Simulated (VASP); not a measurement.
# LiTi12O24 (a cell with a defect) in VASP: single point with PBE

Aim: the single point of LiTi12O24 (a cell with a defect) with PBE.

Everything below comes from runs of VASP 6.6.1. Logs are shortened: lines on timing, memory, paths and dates and some standing lists are left out, and cuts for length are marked.

**1. The cell of the first run**

The cell holds a defect, 37 atoms: a = 6.567 Å, b = 6.567 Å, c = 8.892 Å, α = 90.00°, β = 90.00°, γ = 90.00°.

**2. Single point, PBE**

Input file INCAR:

```
SYSTEM = LiTi12O24
ALGO = Normal
EDIFF = 1E-6
ENCUT = 520
GGA = PE
ISIF = 2
ISMEAR = 0
LASPH = .True.
LCHARG = .True.
LELF = .True.
LREAL = Auto
LVHAR = .True.
LWAVE = .False.
NBANDS = 170
NELECT = 290.0
NELM = 60
PREC = Accurate
SIGMA = 0.02
```

Input file KPOINTS:

```
Automatic mesh
0
Gamma
  2 2 2
  0.5 0.5 0.5
```

Input file POSCAR:

```
LiTi12O24
1.0
    4.6433175291      4.6433175291      0.0000000000
    4.6433175291     -4.6433175291      0.0000000000
    0.0000000000      0.0000000000     -8.8916040979
Ti O Li
12 24 1
Direct
    0.4972606300      0.0139202197      0.3388966678
    0.5255905901      0.0144659502      0.0083455133
    0.4818540808     -0.0150180339      0.6692972308
    0.0027278987      0.4860982446      0.3388937437
   -0.0255839708      0.4855262398      0.0083421393
    0.0181444623      0.5150434975      0.6692982430
   -0.0139589851      0.9973259358      0.4944202364
    0.0149992973      0.9818972042      0.1640354186
   -0.0144294461      1.0255043878      0.8249643056
    0.5139524672      0.5026949989      0.4944344071
    0.4850029071      0.5180999328      0.1640473399
    0.5144358500      0.4744986717      0.8249767893
    0.6939140991     -0.0031558255      0.4993797465
    0.6988075831      0.0008794359      0.1709194408
    0.6938787795      0.0053449931      0.8312874616
    0.1954484039      0.5027198733      0.5002639514
    0.1917583698      0.5014070189      0.1632726766
    0.1974263001      0.4986131113      0.8349122294
    0.5008034633      0.3011989792      0.6624421123
    0.4967852156      0.3060655428      0.3339377200
    0.5053186618      0.3061169070      1.0020058138
    0.0013242687      0.8082451774      0.6700028403
    0.0026972095      0.8045652654      0.3330682481
   -0.0015987492      0.8025857540      0.9984651703
    0.4973073639      0.6954346714      0.3330704974
    0.5016035379      0.6974090141     -0.0015380802
    0.4986770742      0.6917599281      0.6700055394
    0.0032172041      0.1939377383      0.3339322092
   -0.0053129039      0.1938789442      0.0020026758
   -0.0007994284      0.1988110859      0.6624377261
    0.3045516468     -0.0027131463      0.5002628267
    0.3082464189     -0.0014093372      0.1632697525
    0.3025727815      0.0013960923      0.8349072809
    0.8060843301      0.5031610450      0.4993825581
    0.8011977378      0.4991165229      0.1709168541
    0.8061224494      0.4946501043      0.8312881364
    0.2500032558      0.7500058909      0.9169691892
```

Potentials or basis: VASP PAW PBE potentials, release 64 (Ti_sv, O, Li_sv).

Run with:

```bash
$ cat potpaw_PBE.64/Ti_sv/POTCAR potpaw_PBE.64/O/POTCAR potpaw_PBE.64/Li_sv/POTCAR > POTCAR
$ mpirun -np 1 vasp_std > vasp.out
```

OUTCAR:

```text
SYSTEM = LiTi12O24
   EDIFF = 1E-6
   ENCUT = 520
   GGA = PE
   ISIF = 2
   ISMEAR = 0
   LASPH = .True.
   LREAL = Auto
   NELECT = 290.0
   NELM = 60
   PREC = Accurate

 ion  position               nearest neighbor table
   1  0.497  0.014  0.339-  31 1.92  20 1.92  13 1.93  32 2.00  14 2.00  25 2.09
   2  0.526  0.014  0.008-  14 1.84  21 1.92  15 1.92  32 1.99  26 2.09  33 2.13  37 2.64
   3  0.482  0.985  0.669-  33 1.89  31 1.90  27 1.93  15 2.01  13 2.06  19 2.08
   4  0.003  0.486  0.339-  16 1.92  28 1.92  34 1.93  17 2.00  35 2.00  23 2.09
   5  0.974  0.486  0.008-  35 1.84  29 1.92  36 1.92  17 1.99  24 2.09  18 2.13  37 2.64
   6  0.018  0.515  0.669-  18 1.89  16 1.90  22 1.93  36 2.01  34 2.06  30 2.08
   7  0.986  0.997  0.494-  23 1.92  13 1.92  28 1.93  22 2.00  30 2.00  31 2.09
   8  0.015  0.982  0.164-  24 1.89  23 1.90  32 1.93  29 2.01  28 2.06  14 2.08
   9  0.986  0.026  0.825-  30 1.84  15 1.92  29 1.92  22 1.99  33 2.09  24 2.13  37 2.64
  10  0.514  0.503  0.494-  25 1.92  34 1.92  20 1.93  27 2.00  19 2.00  16 2.09
  11  0.485  0.518  0.164-  26 1.89  25 1.90  17 1.93  21 2.01  20 2.06  35 2.08
  12  0.514  0.474  0.825-  19 1.84  36 1.92  21 1.92  27 1.99  18 2.09  26 2.13  37 2.64
  13  0.694  0.997  0.499-   7 1.92   1 1.93   3 2.06
  14  0.699  0.001  0.171-   2 1.84   1 2.00   8 2.08
  15  0.694  0.005  0.831-   9 1.92   2 1.92   3 2.01
  16  0.195  0.503  0.500-   6 1.90   4 1.92  10 2.09
  17  0.192  0.501  0.163-  11 1.93   5 1.99   4 2.00
[... 4 lines left out ...]
  22  0.001  0.808  0.670-   6 1.93   9 1.99   7 2.00
  23  0.003  0.805  0.333-   8 1.90   7 1.92   4 2.09
  24  0.998  0.803  0.998-  37 1.84   8 1.89   5 2.09   9 2.13
  25  0.497  0.695  0.333-  11 1.90  10 1.92   1 2.09
  26  0.502  0.697  0.998-  37 1.84  11 1.89   2 2.09  12 2.13
  27  0.499  0.692  0.670-   3 1.93  12 1.99  10 2.00
  28  0.003  0.194  0.334-   4 1.92   7 1.93   8 2.06
  29  0.995  0.194  0.002-   5 1.92   9 1.92   8 2.01
  30  0.999  0.199  0.662-   9 1.84   7 2.00   6 2.08
  31  0.305  0.997  0.500-   3 1.90   1 1.92   7 2.09
  32  0.308  0.999  0.163-   8 1.93   2 1.99   1 2.00
  33  0.303  0.001  0.835-  37 1.84   3 1.89   9 2.09   2 2.13
  34  0.806  0.503  0.499-  10 1.92   4 1.93   6 2.06
  35  0.801  0.499  0.171-   5 1.84   4 2.00  11 2.08
  36  0.806  0.495  0.831-  12 1.92   5 1.92   6 2.01
  37  0.250  0.750  0.917-  26 1.84  24 1.84  33 1.84  18 1.84   2 2.64   5 2.64   9 2.64  12 2.64

  LATTYP: Found a simple tetragonal cell.
 ALAT       =     6.5666426241
 C/A-ratio  =     1.3540563431

  Lattice vectors:

 A1 = (   4.6433175291,   4.6433175291,   0.0000000000)
 A2 = (   4.6433175291,  -4.6433175291,   0.0000000000)
 A3 = (   0.0000000000,   0.0000000000,  -8.8916040979)

Analysis of symmetry for initial positions (statically):
=====================================================================
 Subroutine PRICEL returns:
 Original cell was already a primitive cell.

 Routine SETGRP: Setting up the symmetry group for a
 simple tetragonal supercell.

 Subroutine GETGRP returns: Found  1 space group operations
 (whereof  1 operations were pure point group operations)
 out of a pool of 16 trial point group operations.

The static configuration has the point symmetry C_1 .

Analysis of symmetry for dynamics (positions and initial velocities):
=====================================================================
 Subroutine PRICEL returns:
 Original cell was already a primitive cell.

 Routine SETGRP: Setting up the symmetry group for a
 simple tetragonal supercell.

 Subroutine GETGRP returns: Found  1 space group operations
 (whereof  1 operations were pure point group operations)
 out of a pool of 16 trial point group operations.

The dynamic configuration has the point symmetry C_1 .

 Subroutine INISYM returns: Found  1 space group operations
 (whereof  1 operations are pure point group operations),
 and found     1 'primitive' translations

----------------------------------------------------------------------------------------

                                     Primitive cell

  volume of cell :     383.4130

  direct lattice vectors                    reciprocal lattice vectors
     4.643317529  4.643317529  0.000000000     0.107681630  0.107681630  0.000000000
     4.643317529 -4.643317529  0.000000000     0.107681630 -0.107681630  0.000000000
     0.000000000  0.000000000 -8.891604098     0.000000000  0.000000000 -0.112465646

  length of vectors
     6.566642624  6.566642624  8.891604098     0.152284822  0.152284822  0.112465646

  position of ions in fractional coordinates (direct lattice)
     0.497260630  0.013920220  0.338896668
     0.525590590  0.014465950  0.008345513
     0.481854081  0.984981966  0.669297231
     0.002727899  0.486098245  0.338893744
     0.974416029  0.485526240  0.008342139
     0.018144462  0.515043498  0.669298243
[... 29 lines left out ...]
     0.806122449  0.494650104  0.831288136
     0.250003256  0.750005891  0.916969189

  ion indices of the primitive-cell ions
   primitive index   ion index
                 1           1
                 2           2
                 3           3
                 4           4
                 5           5
                 6           6
[... 29 lines left out ...]
                36          36
                37          37

----------------------------------------------------------------------------------------

 KPOINTS: Automatic mesh

Automatic generation of k-mesh.
 Grid dimensions read from file:
 generate k-points for:    2    2    2

 Generating k-lattice:

  Cartesian coordinates                     Fractional coordinates (reciprocal lattice)
     0.053840815  0.053840815  0.000000000     0.500000000  0.000000000  0.000000000
     0.053840815 -0.053840815  0.000000000     0.000000000  0.500000000  0.000000000
     0.000000000  0.000000000 -0.056232823     0.000000000  0.000000000  0.500000000

  Length of vectors
     0.076142411  0.076142411  0.056232823

  Shift w.r.t. Gamma in fractional coordinates (k-lattice)
     0.500000000  0.500000000  0.500000000

 Subroutine IBZKPT returns following result:
 ===========================================

 Found      4 irreducible k-points:

 Following reciprocal coordinates:
            Coordinates               Weight
  0.250000  0.250000  0.250000      2.000000
 -0.250000  0.250000  0.250000      2.000000
 -0.250000 -0.250000  0.250000      2.000000
  0.250000 -0.250000  0.250000      2.000000
   k-points           NKPTS =      4   k-points in BZ     NKDIM =      4   number of bands    NBANDS=    170
   number of dos      NEDOS =    301   number of ions     NIONS =     37
   total plane-waves  NPLWV = 175000
   dimension x,y,z NGX =    50 NGY =   50 NGZ =   70
   dimension x,y,z NGXF=   100 NGYF=  100 NGZF=  140
   ions per type =              12  24   1
   NGX,Y,Z   is equivalent  to a cutoff of  12.66, 12.66, 13.09 a.u.
   NGXF,Y,Z  is equivalent  to a cutoff of  25.32, 25.32, 26.18 a.u.
 SYSTEM =  LiTi12O24
   PREC   = accura    normal or accurate (medium, high low for compatibility)
   ISTART =      0    job   : 0-new  1-cont  2-samecut
   ICHARG =      2    charge: 1-file 2-atom 10-const
   ISPIN  =      1    spin polarized calculation?
   LNONCOLLINEAR =      F non collinear calculations
   LSORBIT =      F    spin-orbit coupling
   LASPH  =      T    aspherical Exc in radial PAW
   ENCUT  =  520.0 eV  38.22 Ry    6.18 a.u.  12.21 12.21 16.53*2*pi/ulx,y,z
   NELM   =     60;   NELMIN=  2; NELMDL= -5     # of ELM steps
   EDIFF  = 0.1E-05   stopping-criterion for ELM
   LREAL  =      T    real-space projection
   EDIFFG = 0.1E-04   stopping-criterion for IOM
   NSW    =      0    number of steps for IOM
   IBRION =     -1    ionic relax: 0-MD 1-quasi-New 2-CG
   NFREE  =      0    steps in history (QN), initial steepest desc. (CG)
   ISIF   =      2    stress and relaxation
   ISYM   =      2    0-nonsym 1-usesym 2-fastsym
   POTIM  = 0.5000    time-step for ionic-motion
   TEBEG  =    0.0;   TEEND  =   0.0 temperature during run
   PSTRESS=    0.0 pullay stress
   NELECT =     290.0000    total number of electrons
   NUPDOWN=      -1.0000    fix difference up-down
   EMIN   =  10.00;   EMAX   =-10.00  energy-range for DOS
   EFERMI =   0.00;   METHOD = LEGACY
   ISMEAR =     0;   SIGMA  =   0.02  broadening in eV -4-tet -1-fermi 0-gaus
   EFERMI_NEDOS =   21; number of points for ismear=-14 and -15
   IALGO  =     38    algorithm
   IMIX   =      4    mixing-type and parameters
     AMIX     =   0.40;   BMIX     =  1.00
     AMIX_MAG =   1.60;   BMIX_MAG =  1.00
  volume/ion in A,a.u.               =      10.36        69.93
  Fermi-wavevector in a.u.,A,eV,Ry     =   1.491598  2.818712 30.271131  2.224865
  Thomas-Fermi vector in A             =   2.604233
   LORBIT       =      0    0 simple, 1 ext, 2 COOP (PROOUT), +10 PAW based schemes
   GGA     = PE    functional components
   LHFCALC =     F    Hartree Fock is set to
   AEXX    =    0.0000 exact exchange contribution
   IVDW    =     0    specifies the selected vdW correction
   LEPSILON=     F    determine dielectric tensor
   LRPA    =     F    only Hartree local field effects (RPA)
 non-spin polarized calculation
 Gauss-broadening in eV      SIGMA  =   0.02
  energy-cutoff  :      520.00
  volume of cell :      383.41
 maximum number of plane-waves:     10322
 NGX is ok and might be reduce to    50
   NGX = 25   NGY = 25   NGZ = 33

 number of electron     290.0000033 magnetization

 Free energy of the ion-electron system (eV)
  ---------------------------------------------------
  ext. energy  EPLUGINS =         0.00000000
  ---------------------------------------------------
  free energy    TOTEN  =      -332.13960927 eV

  energy without entropy =     -332.13960927  energy(sigma->0) =     -332.13960927

 E-fermi :   4.5395     XC(G=0): -11.3221

 val. band max:        4.4048346775   @ k =   0.2500   0.2500   0.2500
 cond. band min:       6.9476771199   @ k =  -0.2500   0.2500   0.2500
 fundamental gap:      2.5428424424
 Fermi energy:         4.5395408510

 k-point     1 :       0.2500    0.2500    0.2500
  band No.  band energies     occupation
      1     -52.1517      2.00000
      2     -52.1470      2.00000
      3     -52.1468      2.00000
      4     -52.1422      2.00000
      5     -52.1207      2.00000
      6     -52.1183      2.00000
[... 629 lines left out ...]
    156       7.4402      0.00000
    157       7.4892      0.00000
 [bands above 157 left out]

------------------------ aborting loop because EDIFF is reached ----------------------------------------

  FORCE on cell =-STRESS in cart. coord.  units (eV):
  Direction    XX          YY          ZZ          XY          YZ          ZX
  --------------------------------------------------------------------------------------
  -------------------------------------------------------------------------------------
  Total       -1.5025881     -1.4743111     -1.0595209      0.0031535     -0.0012894     -0.0004827
  in kB       -6.2789012     -6.1607395     -4.4274456      0.0131777     -0.0053882     -0.0020169
  external PRESSURE =      -5.6223621 kB  Pullay stress =       0.0000000 kB

 VOLUME and BASIS-vectors are now :
 -----------------------------------------------------------------------------
  energy-cutoff  :      520.00
  volume of cell :      383.41
      direct lattice vectors                 reciprocal lattice vectors
     4.643317529  4.643317529  0.000000000     0.107681630  0.107681630  0.000000000
     4.643317529 -4.643317529  0.000000000     0.107681630 -0.107681630  0.000000000
     0.000000000  0.000000000 -8.891604098     0.000000000  0.000000000 -0.112465646

 POSITION                                       TOTAL-FORCE (eV/Angst)
 -----------------------------------------------------------------------------------
      2.37357      2.24430     -3.01334        -0.012385      0.019948      0.034666
      2.50765      2.37331     -0.07421        -0.042816     -0.017875      0.033306
      6.81099     -2.33618     -5.95113         0.034376      0.008747     -0.004636
      2.26977     -2.24444     -3.01331         0.012413     -0.018753      0.033880
      6.77898      2.27007     -0.07417         0.043497      0.018805      0.035429
      2.47576     -2.30726     -5.95114        -0.034484     -0.008408     -0.004449
[... 29 lines left out ...]
      6.03990      1.44626     -7.39149        -0.000832     -0.002394      0.024159
      4.64336     -2.32167     -8.15333        -0.000119      0.000072      0.010475
 -----------------------------------------------------------------------------------
    total drift:                               -0.000149      0.000335      0.017603

  FREE ENERGIE OF THE ION-ELECTRON SYSTEM (eV)
  ---------------------------------------------------
  free  energy   TOTEN  =      -332.1396092708 eV

  energy  without entropy=     -332.1396092708  energy(sigma->0) =     -332.13960927
```

Run time: 12 min. Hardware: 1 thread of Oxide Virtual Turin-like, shared host; peak memory 0.47 GiB.

Results:

```
Free energy   : -332.1396 eV
Largest force : 0.066 eV/Å
```

Forces in eV/Å, atoms in the order of the input:
```
Ti  -0.012  0.020  0.035
Ti  -0.043 -0.018  0.033
Ti   0.034  0.009 -0.005
Ti   0.012 -0.019  0.034
Ti   0.043  0.019  0.035
Ti  -0.034 -0.008 -0.004
Ti   0.013  0.010 -0.027
Ti   0.011 -0.048  0.001
Ti  -0.009  0.046 -0.028
Ti  -0.014 -0.010 -0.026
Ti  -0.011  0.048  0.000
Ti   0.010 -0.047 -0.030
O    0.000  0.001 -0.024
O    0.040  0.038 -0.036
O    0.001  0.002  0.024
O    0.043  0.043  0.008
O    0.000  0.001  0.008
O    0.006  0.037 -0.023
O   -0.043  0.040  0.029
O    0.001  0.001  0.023
O   -0.003  0.003 -0.022
O    0.001  0.002 -0.010
O   -0.047  0.044 -0.008
O   -0.036  0.000  0.018
O    0.047 -0.044 -0.008
O    0.036  0.000  0.017
O   -0.001 -0.002 -0.010
O   -0.001 -0.001  0.023
O    0.003 -0.003 -0.022
O    0.043 -0.039  0.029
O   -0.043 -0.044  0.007
O    0.000 -0.001  0.008
O   -0.006 -0.037 -0.023
O    0.000 -0.001 -0.024
O   -0.040 -0.038 -0.036
O   -0.001 -0.002  0.024
Li   0.000  0.000  0.010
```

Caveat: the cell carries a net charge on a neutralising background, which shifts energy and pressure; the cell is charged against a uniform background, so pressure and absolute levels hang on convention; the cutoff is under 1.25 times the usual one of these potentials, so pressure, stress and relaxed cells hold a basis-set (Pulay) error.
